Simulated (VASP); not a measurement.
# NaF (R-3m) in VASP: notebook, part 2 of 2

VASP 6.6.1. Earlier steps stand in the parts before.

**4. Single point, PBEsol**

This run uses another cell than the first one, of the same volume but with other edges.

INCAR reads:

```
SYSTEM = NaF
ALGO = Normal
EDIFF = 1E-6
ENCUT = 520
GGA = PS
ISIF = 2
ISMEAR = 0
LASPH = .True.
LCHARG = .True.
LELF = .True.
LREAL = .False.
LVHAR = .True.
LWAVE = .False.
NBANDS = 14
NELM = 60
PREC = Accurate
SIGMA = 0.05
```

KPOINTS reads:

```
k-points
0
Gamma
  10 10 10
  0 0 0
```

POSCAR reads:

```
NaF
1.0
   -0.2452631587      2.2073684284      2.2073684284
    2.2073684284     -0.2452631587      2.2073684284
    2.2073684284      2.2073684284     -0.2452631587
Na F
1 1
Direct
    0.0000000000      0.0000000000      0.0000000000
    0.5000000000      0.5000000000      0.5000000000
```

Potentials or basis: VASP PAW PBE potentials, release 64 (Na_pv, F).

Started as:

```
$ cat potpaw_PBE.64/Na_pv/POTCAR potpaw_PBE.64/F/POTCAR > POTCAR
$ mpirun -np 1 vasp_std > vasp.out
```

OUTCAR:

```text
SYSTEM = NaF
   EDIFF = 1E-6
   ENCUT = 520
   GGA = PS
   ISIF = 2
   ISMEAR = 0
   LASPH = .True.
   LREAL = .False.
   NELM = 60
   PREC = Accurate

 ion  position               nearest neighbor table
   1  0.000  0.000  0.000-   2 2.34   2 2.34   2 2.34   2 2.34   2 2.34   2 2.34
   2  0.500  0.500  0.500-   1 2.34   1 2.34   1 2.34   1 2.34   1 2.34   1 2.34

  LATTYP: Found a trigonal (rhomboedric) cell.
 ALAT       =     3.1313103925
 COS(alpha) =     0.3865030675

  Lattice vectors:

 A1 = (  -0.2452631587,   2.2073684284,   2.2073684284)
 A2 = (   2.2073684284,  -0.2452631587,   2.2073684284)
 A3 = (   2.2073684284,   2.2073684284,  -0.2452631587)

Analysis of symmetry for initial positions (statically):
=====================================================================
 Subroutine PRICEL returns:
 Original cell was already a primitive cell.

 Routine SETGRP: Setting up the symmetry group for a
 trigonal (rhombohedral) supercell.

 Subroutine GETGRP returns: Found 12 space group operations
 (whereof 12 operations were pure point group operations)
 out of a pool of 12 trial point group operations.

The static configuration has the point symmetry D_3d.

Analysis of symmetry for dynamics (positions and initial velocities):
=====================================================================
 Subroutine PRICEL returns:
 Original cell was already a primitive cell.

 Routine SETGRP: Setting up the symmetry group for a
 trigonal (rhombohedral) supercell.

 Subroutine GETGRP returns: Found 12 space group operations
 (whereof 12 operations were pure point group operations)
 out of a pool of 12 trial point group operations.

The dynamic configuration has the point symmetry D_3d.

 Subroutine INISYM returns: Found 12 space group operations
 (whereof 12 operations are pure point group operations),
 and found     1 'primitive' translations

[... 115 lines left out ...]
  volume/ion in A,a.u.               =      12.54        84.63
  Fermi-wavevector in a.u.,A,eV,Ry     =   1.347935  2.547227 24.720809  1.816928
  Thomas-Fermi vector in A             =   2.475645
   LORBIT       =      0    0 simple, 1 ext, 2 COOP (PROOUT), +10 PAW based schemes
   GGA     = PS    functional components
   LHFCALC =     F    Hartree Fock is set to
   AEXX    =    0.0000 exact exchange contribution
   IVDW    =     0    specifies the selected vdW correction
   LEPSILON=     F    determine dielectric tensor
   LRPA    =     F    only Hartree local field effects (RPA)
 non-spin polarized calculation
 Gauss-broadening in eV      SIGMA  =   0.05
  energy-cutoff  :      520.00
  volume of cell :       25.08
 maximum number of plane-waves:       704
   NGX = 11   NGY = 11   NGZ = 11

 number of electron      14.0000009 magnetization

 Free energy of the ion-electron system (eV)
  ---------------------------------------------------
  ext. energy  EPLUGINS =         0.00000000
  ---------------------------------------------------
  free energy    TOTEN  =        -8.70962394 eV

  energy without entropy =       -8.70962394  energy(sigma->0) =       -8.70962394

 E-fermi :  -1.5995     XC(G=0):  -9.3035

 val. band max:       -1.9095198362   @ k =   0.0000   0.0000   0.0000
 cond. band min:       3.8713885709   @ k =   0.0000   0.0000   0.0000
 fundamental gap:      5.7809084072
 Fermi energy:        -1.5995212999

 k-point     1 :       0.0000    0.0000    0.0000
  band No.  band energies     occupation
      1     -21.1946      2.00000
      2     -21.1033      2.00000
      3     -21.0835      2.00000
      4     -21.0835      2.00000
      5      -2.2426      2.00000
      6      -2.2426      2.00000
      7      -1.9095      2.00000
      8       3.8714      0.00000
      9      15.3715      0.00000
     10      15.3715      0.00000
     11      19.0329      0.00000
     12      19.7808      0.00000
     13      21.9599      0.00000
     14      21.9599      0.00000
[... 377 lines left out ...]
      1     -21.5186      2.00000
      2     -21.1528      2.00000
      3     -21.1168      2.00000
      4     -20.6309      2.00000
      5      -3.3596      2.00000
      6      -2.6911      2.00000
      7      -2.2608      2.00000
      8       8.1424      0.00000
      9      11.3188      0.00000
     10      14.4646      0.00000
     11      16.0097      0.00000
     12      18.7512      0.00000
     13      22.4059      0.00000
     14      24.0579      0.00000

 [... further k-points ...]
[... 5 lines left out ...]
  --------------------------------------------------------------------------------------
  -------------------------------------------------------------------------------------
  Total       -0.1603399     -0.1603399     -0.1603399      0.3179200      0.3179200      0.3179200
  in kB      -10.2425094    -10.2425094    -10.2425094     20.3087174     20.3087174     20.3087174
  external PRESSURE =     -10.2425094 kB  Pullay stress =       0.0000000 kB

 VOLUME and BASIS-vectors are now :
 -----------------------------------------------------------------------------
  energy-cutoff  :      520.00
  volume of cell :       25.08
      direct lattice vectors                 reciprocal lattice vectors
    -0.245263159  2.207368428  2.207368428    -0.191870739  0.215854581  0.215854581
     2.207368428 -0.245263159  2.207368428     0.215854581 -0.191870739  0.215854581
     2.207368428  2.207368428 -0.245263159     0.215854581  0.215854581 -0.191870739

 POSITION                                       TOTAL-FORCE (eV/Angst)
 -----------------------------------------------------------------------------------
      0.00000      0.00000      0.00000         0.000000     -0.000000      0.000000
      2.08474      2.08474      2.08474        -0.000000      0.000000     -0.000000
 -----------------------------------------------------------------------------------
    total drift:                               -0.000000     -0.000000      0.000000

  FREE ENERGIE OF THE ION-ELECTRON SYSTEM (eV)
  ---------------------------------------------------
  free  energy   TOTEN  =        -8.7096239426 eV

  energy  without entropy=       -8.7096239426  energy(sigma->0) =       -8.70962394
```

It took 8.6 s on 1 thread of Intel Xeon 6975P-C (Granite Rapids), shared host; peak memory 0.15 GiB.

What came out:

| Property | Result |
| --- | --- |
| Free energy | -8.7096 eV |
| Pressure | -1.0 GPa |
| Band gap on the k mesh | 5.78 eV, direct |

Stress tensor (GPa, compression positive):
```
-1.02  2.03  2.03
 2.03 -1.02  2.03
 2.03  2.03 -1.02
```

Caveat: the PAW data sets were made with another functional, which shifts forces and pressure a little. A k mesh can miss the band edges.

**5. Overview**

| cell | gap on the mesh (eV) | pressure (GPa) |
| --- | --- | --- |
| a = 3.774 Å, angles 45.7°, 2 atoms | 4.64 | -1.7 |
| a = 2.950 Å, angles 82.7°, 2 atoms | 5.32 | -3.9 |
| a = 3.131 Å, angles 67.3°, 2 atoms | 5.78 | -1.0 |

Alike in all rows: task single point; level PBEsol; potentials or basis VASP PAW PBE potentials, release 64 (Na_pv, F); no spin polarisation; k mesh 10 × 10 × 10; cutoff (eV) 520; smearing gaussian 0.05 eV.

Caveats: the PAW data sets were made with another functional, which shifts forces and pressure a little.

Total energies depend on the potentials used, so only differences within one code and one set of settings carry meaning.
